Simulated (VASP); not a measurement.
# KBr (Pm-3m) in VASP: a series of runs

The runs below take KBr through single point, relaxation of cell and atoms, with HSE06.

Program: VASP 6.6.1. These are calculated values, not measurements. Logs are shortened: lines on timing, memory, paths and dates and some standing lists are left out, and cuts for length are marked.

## 1. The cell of the first run

It takes space group Pm-3m (No. 221, cubic). The conventional cell has a = 4.012 Å, b = 4.012 Å, c = 4.012 Å, α = 90.00°, β = 90.00°, γ = 90.00°. Within 4.6 Å of K (site symmetry m-3m) lie 8 Br at 3.47 Å and 6 K at 4.01 Å. Br (site symmetry m-3m) has 8 K at 3.47 Å and 6 Br at 4.01 Å within 4.6 Å.

## 2. Single point, HSE06

Contents of POSCAR:

```
KBr
1.0
    4.0123614276      0.0000000000      0.0000000000
    0.0000000000      4.0123614276      0.0000000000
    0.0000000000      0.0000000000      4.0123614276
K Br
1 1
Direct
    0.0000000000      0.0000000000      0.0000000000
    0.5000000000      0.5000000000      0.5000000000
```

Contents of INCAR.step1:

```
SYSTEM = KBr
PREC = Accurate
ENCUT = 520
EDIFF = 1E-5
ISMEAR = -1
SIGMA = 0.02
LREAL = .FALSE.
LASPH = .TRUE.
NELM = 80
ALGO = Normal
ISIF = 2
LWAVE = .TRUE.
LCHARG = .FALSE.
NBANDS = 15
GGA = PE
```

Contents of INCAR.step2:

```
SYSTEM = KBr
PREC = Accurate
ENCUT = 520
EDIFF = 1E-7
ISMEAR = -1
SIGMA = 0.02
LREAL = .FALSE.
LASPH = .TRUE.
NELM = 80
ALGO = Normal
ISIF = 2
LWAVE = .FALSE.
LCHARG = .FALSE.
GGA = PE
LHFCALC = .TRUE.
HFSCREEN = 0.2079
PRECFOCK = Normal
NBANDS = 15
ISTART = 1
```

Contents of KPOINTS:

```
regular mesh
0
G
  4 4 4
  0 0 0
```

Potentials or basis: VASP PAW PBE potentials, release 64 (K_sv, Br).

Run with:

```
$ cat potpaw_PBE.64/K_sv/POTCAR potpaw_PBE.64/Br/POTCAR > POTCAR
$ cp INCAR.step1 INCAR
$ mpirun -np 1 vasp_std > vasp.out
$ cp INCAR.step2 INCAR
$ mpirun -np 1 vasp_std > vasp.out
```

OUTCAR:

```text
SYSTEM = KBr
   PREC = Accurate
   ENCUT = 520
   EDIFF = 1E-7
   ISMEAR = -1
   LREAL = .FALSE.
   LASPH = .TRUE.
   NELM = 80
   ISIF = 2
   GGA = PE
   LHFCALC = .TRUE.
   HFSCREEN = 0.2079
   PRECFOCK = Normal
   ISTART = 1

 ion  position               nearest neighbor table
   1  0.000  0.000  0.000-
   2  0.500  0.500  0.500-

  LATTYP: Found a simple cubic cell.
 ALAT       =     4.0123614276

  Lattice vectors:

 A1 = (   4.0123614276,   0.0000000000,   0.0000000000)
 A2 = (   0.0000000000,   4.0123614276,   0.0000000000)
 A3 = (   0.0000000000,   0.0000000000,   4.0123614276)

Analysis of symmetry for initial positions (statically):
=====================================================================
 Subroutine PRICEL returns:
 Original cell was already a primitive cell.

 Routine SETGRP: Setting up the symmetry group for a
 simple cubic supercell.

 Subroutine GETGRP returns: Found 48 space group operations
 (whereof 48 operations were pure point group operations)
 out of a pool of 48 trial point group operations.

The static configuration has the point symmetry O_h .

Analysis of symmetry for dynamics (positions and initial velocities):
=====================================================================
 Subroutine PRICEL returns:
 Original cell was already a primitive cell.

 Routine SETGRP: Setting up the symmetry group for a
 simple cubic supercell.

 Subroutine GETGRP returns: Found 48 space group operations
 (whereof 48 operations were pure point group operations)
 out of a pool of 48 trial point group operations.

The dynamic configuration has the point symmetry O_h .

 Subroutine INISYM returns: Found 48 space group operations
 (whereof 48 operations are pure point group operations),
 and found     1 'primitive' translations

----------------------------------------------------------------------------------------

                                     Primitive cell

  volume of cell :      64.5952

  direct lattice vectors                    reciprocal lattice vectors
     4.012361428  0.000000000  0.000000000     0.249229791  0.000000000  0.000000000
     0.000000000  4.012361428  0.000000000     0.000000000  0.249229791  0.000000000
     0.000000000  0.000000000  4.012361428     0.000000000  0.000000000  0.249229791

  length of vectors
     4.012361428  4.012361428  4.012361428     0.249229791  0.249229791  0.249229791

  position of ions in fractional coordinates (direct lattice)
     0.000000000  0.000000000  0.000000000
     0.500000000  0.500000000  0.500000000

  ion indices of the primitive-cell ions
   primitive index   ion index
                 1           1
                 2           2

----------------------------------------------------------------------------------------

 KPOINTS: regular mesh

Automatic generation of k-mesh.
 Grid dimensions read from file:
 generate k-points for:    4    4    4

 Generating k-lattice:

  Cartesian coordinates                     Fractional coordinates (reciprocal lattice)
     0.062307448  0.000000000  0.000000000     0.250000000  0.000000000  0.000000000
     0.000000000  0.062307448  0.000000000     0.000000000  0.250000000  0.000000000
     0.000000000  0.000000000  0.062307448     0.000000000  0.000000000  0.250000000

  Length of vectors
     0.062307448  0.062307448  0.062307448

  Shift w.r.t. Gamma in fractional coordinates (k-lattice)
     0.000000000  0.000000000  0.000000000

 Subroutine IBZKPT returns following result:
 ===========================================

 Found     10 irreducible k-points:

 Following reciprocal coordinates:
            Coordinates               Weight
  0.000000  0.000000  0.000000      1.000000
  0.250000  0.000000  0.000000      6.000000
  0.500000  0.000000  0.000000      3.000000
  0.250000  0.250000  0.000000     12.000000
  0.500000  0.250000  0.000000     12.000000
  0.500000  0.500000  0.000000      3.000000
  0.250000  0.250000  0.250000      8.000000
  0.500000  0.250000  0.250000     12.000000
  0.500000  0.500000  0.250000      6.000000
  0.500000  0.500000  0.500000      1.000000
   k-points           NKPTS =     10   k-points in BZ     NKDIM =     64   number of bands    NBANDS=     15
   number of dos      NEDOS =    301   number of ions     NIONS =      2
   total plane-waves  NPLWV =  27000
   dimension x,y,z NGX =    30 NGY =   30 NGZ =   30
   dimension x,y,z NGXF=    60 NGYF=   60 NGZF=   60
   ions per type =               1   1
   NGX,Y,Z   is equivalent  to a cutoff of  12.43, 12.43, 12.43 a.u.
   NGXF,Y,Z  is equivalent  to a cutoff of  24.86, 24.86, 24.86 a.u.
 SYSTEM =  KBr
   PREC   = accura    normal or accurate (medium, high low for compatibility)
   ISTART =      1    job   : 0-new  1-cont  2-samecut
   ICHARG =      0    charge: 1-file 2-atom 10-const
   ISPIN  =      1    spin polarized calculation?
   LNONCOLLINEAR =      F non collinear calculations
   LSORBIT =      F    spin-orbit coupling
   LASPH  =      T    aspherical Exc in radial PAW
   ENCUT  =  520.0 eV  38.22 Ry    6.18 a.u.   7.46  7.46  7.46*2*pi/ulx,y,z
   NELM   =     80;   NELMIN=  2; NELMDL=  0     # of ELM steps
   EDIFF  = 0.1E-06   stopping-criterion for ELM
   LREAL  =      F    real-space projection
   EDIFFG = 0.1E-05   stopping-criterion for IOM
   NSW    =      0    number of steps for IOM
   IBRION =     -1    ionic relax: 0-MD 1-quasi-New 2-CG
   NFREE  =      0    steps in history (QN), initial steepest desc. (CG)
   ISIF   =      2    stress and relaxation
   ISYM   =      3    0-nonsym 1-usesym 2-fastsym
   POTIM  = 0.5000    time-step for ionic-motion
   TEBEG  =    0.0;   TEEND  =   0.0 temperature during run
   PSTRESS=    0.0 pullay stress
   NELECT =      16.0000    total number of electrons
   NUPDOWN=      -1.0000    fix difference up-down
   EMIN   =  10.00;   EMAX   =-10.00  energy-range for DOS
   EFERMI =   0.00;   METHOD = LEGACY
   ISMEAR =    -1;   SIGMA  =   0.02  broadening in eV -4-tet -1-fermi 0-gaus
   EFERMI_NEDOS =   21; number of points for ismear=-14 and -15
   IALGO  =     38    algorithm
   IMIX   =      1    mixing-type and parameters
     AMIX     =   0.40;   BMIX     =  1.00
     AMIX_MAG =   1.60;   BMIX_MAG =  1.00
  volume/ion in A,a.u.               =      32.30       217.95
  Fermi-wavevector in a.u.,A,eV,Ry     =   1.028130  1.942884 14.382061  1.057052
  Thomas-Fermi vector in A             =   2.162111
   LORBIT       =      0    0 simple, 1 ext, 2 COOP (PROOUT), +10 PAW based schemes
   GGA     = PE    functional components
   LHFCALC =     T    Hartree Fock is set to
   PRECFOCK=normal    Normal, Fast or Accurate (Low or Medium for compatibility)
   ENCUT4O =  -1.0   cutoff for four orbital integrals eV
   NKREDX  =     1    reduce k-point grid by
   NKREDY  =     1    reduce k-point grid by
   NKREDZ  =     1    reduce k-point grid by
   AEXX    =    0.2500 exact exchange contribution
   HFSCREEN=    0.2079 screening length (either q_TF or 0.3 A-1)
   HFSCREENC=   0.2079 screening length for correlation (either q_TF or 0.3 A-1)
   ENCUTFOCK=  -1.0 apply spherical cutoff to Coloumb kernel
   IVDW    =     0    specifies the selected vdW correction
   LEPSILON=     F    determine dielectric tensor
   LRPA    =     F    only Hartree local field effects (RPA)
 non-spin polarized calculation
  energy-cutoff  :      520.00
  volume of cell :       64.60
 maximum number of plane-waves:      1763
 NGX is ok and might be reduce to    30
  NGX = 24; NGY = 24; NGZ = 24

 number of electron      15.9999996 magnetization

 Free energy of the ion-electron system (eV)
  ---------------------------------------------------
  ext. energy  EPLUGINS =         0.00000000
  ---------------------------------------------------
  free energy    TOTEN  =        -7.02619669 eV

  energy without entropy =       -7.02619669  energy(sigma->0) =       -7.02619669

 E-fermi :  -1.0066     XC(G=0):  -6.6195

 val. band max:       -1.4726191168   @ k =   0.5000   0.5000   0.0000
 cond. band min:       3.6227234137   @ k =   0.0000   0.0000   0.0000
 fundamental gap:      5.0953425305
 Fermi energy:        -1.0066156778

 k-point     1 :       0.0000    0.0000    0.0000
  band No.  band energies     occupation
      1     -32.3578      2.00000
      2     -15.3740      2.00000
      3     -14.4257      2.00000
      4     -14.4257      2.00000
      5     -14.4257      2.00000
      6      -1.7618      2.00000
      7      -1.7618      2.00000
      8      -1.7618      2.00000
      9       3.6227      0.00000
     10       5.6047      0.00000
     11       5.6047      0.00000
     12       9.9009      0.00000
     13       9.9009      0.00000
     14       9.9009      0.00000
     15      12.5432      0.00000

 k-point     2 :       0.2500    0.0000    0.0000
  band No.  band energies     occupation
      1     -32.3521      2.00000
      2     -15.4546      2.00000
      3     -14.4145      2.00000
      4     -14.4145      2.00000
      5     -14.3232      2.00000
      6      -2.8127      2.00000
      7      -1.7435      2.00000
      8      -1.7435      2.00000
      9       4.8501      0.00000
     10       6.1185      0.00000
     11       6.8259      0.00000
     12       9.7442      0.00000
     13       9.7442      0.00000
     14      10.1857      0.00000
     15      10.5603      0.00000

 k-point     3 :       0.5000    0.0000    0.0000
  band No.  band energies     occupation
      1     -32.3463      2.00000
      2     -15.5315      2.00000
      3     -14.4031      2.00000
      4     -14.4031      2.00000
      5     -14.2186      2.00000
      6      -3.6042      2.00000
      7      -1.7258      2.00000
      8      -1.7258      2.00000
      9       6.3038      0.00000
     10       7.1279      0.00000
     11       7.6672      0.00000
     12       8.6649      0.00000
     13       9.9323      0.00000
     14       9.9323      0.00000
     15      10.5497      0.00000

 k-point     4 :       0.2500    0.2500    0.0000
  band No.  band energies     occupation
      1     -32.3465      2.00000
      2     -15.3965      2.00000
      3     -14.5035      2.00000
      4     -14.4049      2.00000
      5     -14.2980      2.00000
      6      -2.7702      2.00000
      7      -2.4773      2.00000
      8      -1.6743      2.00000
      9       5.6064      0.00000
     10       6.4311      0.00000
     11       7.5846      0.00000
     12       8.8257      0.00000
     13       9.2429      0.00000
     14       9.9780      0.00000
     15      10.4886      0.00000
[... 55 lines left out ...]
 k-point     8 :       0.5000    0.2500    0.2500
  band No.  band energies     occupation
      1     -32.3357      2.00000
      2     -15.2094      2.00000
      3     -14.4859      2.00000
      4     -14.4726      2.00000
      5     -14.4305      2.00000
      6      -3.1765      2.00000
      7      -2.4507      2.00000
      8      -2.3301      2.00000
      9       6.3959      0.00000
     10       7.0030      0.00000
     11       7.5951      0.00000
     12       8.3680      0.00000
     13       9.1466      0.00000
     14       9.5581      0.00000
     15      11.5161      0.00000

 k-point     9 :       0.5000    0.5000    0.2500
  band No.  band energies     occupation
      1     -32.3304      2.00000
      2     -15.0102      2.00000
      3     -14.5615      2.00000
      4     -14.5615      2.00000
      5     -14.4651      2.00000
      6      -3.0282      2.00000
      7      -3.0282      2.00000
      8      -2.3475      2.00000
      9       5.8372      0.00000
     10       7.5414      0.00000
     11       7.5414      0.00000
     12       8.0509      0.00000
     13      10.0005      0.00000
     14      10.0005      0.00000
     15      11.4972      0.00000

 k-point    10 :       0.5000    0.5000    0.5000
  band No.  band energies     occupation
      1     -32.3253      2.00000
      2     -14.9349      2.00000
      3     -14.5414      2.00000
      4     -14.5414      2.00000
      5     -14.5414      2.00000
      6      -3.0457      2.00000
      7      -3.0457      2.00000
      8      -3.0457      2.00000
      9       7.1674      0.00000
     10       7.1674      0.00000
     11       7.1674      0.00000
     12       9.6448      0.00000
     13       9.6448      0.00000
     14       9.6448      0.00000
     15      11.6396      0.00000

------------------------ aborting loop because EDIFF is reached ----------------------------------------

  FORCE on cell =-STRESS in cart. coord.  units (eV):
  Direction    XX          YY          ZZ          XY          YZ          ZX
  --------------------------------------------------------------------------------------
  -------------------------------------------------------------------------------------
  Total        0.0122647      0.0122647      0.0122647      0.0000000     -0.0000000     -0.0000000
  in kB        0.3042057      0.3042057      0.3042057      0.0000000     -0.0000000     -0.0000000
  external PRESSURE =       0.3042057 kB  Pullay stress =       0.0000000 kB

 VOLUME and BASIS-vectors are now :
 -----------------------------------------------------------------------------
  energy-cutoff  :      520.00
  volume of cell :       64.60
      direct lattice vectors                 reciprocal lattice vectors
     4.012361428  0.000000000  0.000000000     0.249229791  0.000000000  0.000000000
     0.000000000  4.012361428  0.000000000     0.000000000  0.249229791  0.000000000
     0.000000000  0.000000000  4.012361428     0.000000000  0.000000000  0.249229791

 POSITION                                       TOTAL-FORCE (eV/Angst)
 -----------------------------------------------------------------------------------
      0.00000      0.00000      0.00000         0.000000      0.000000      0.000000
      2.00618      2.00618      2.00618         0.000000      0.000000      0.000000
 -----------------------------------------------------------------------------------
    total drift:                                0.000000      0.000000     -0.000000

  FREE ENERGIE OF THE ION-ELECTRON SYSTEM (eV)
  ---------------------------------------------------
  free  energy   TOTEN  =        -7.0261966885 eV

  energy  without entropy=       -7.0261966885  energy(sigma->0) =       -7.02619669
```

Run time: 2.7 min. Hardware: 1 thread of Intel Xeon 6975P-C (Granite Rapids), shared host; peak memory 0.28 GiB.

Results:

```
Free energy            : -7.0262 eV
Pressure               : 0.0 GPa
Band gap on the k mesh : 5.10 eV (least direct gap 5.38 eV)
```

Caveat: the PAW data sets were made with another functional, which shifts forces and pressure a little. A k mesh can miss the band edges.

[end of part 1 of 2]
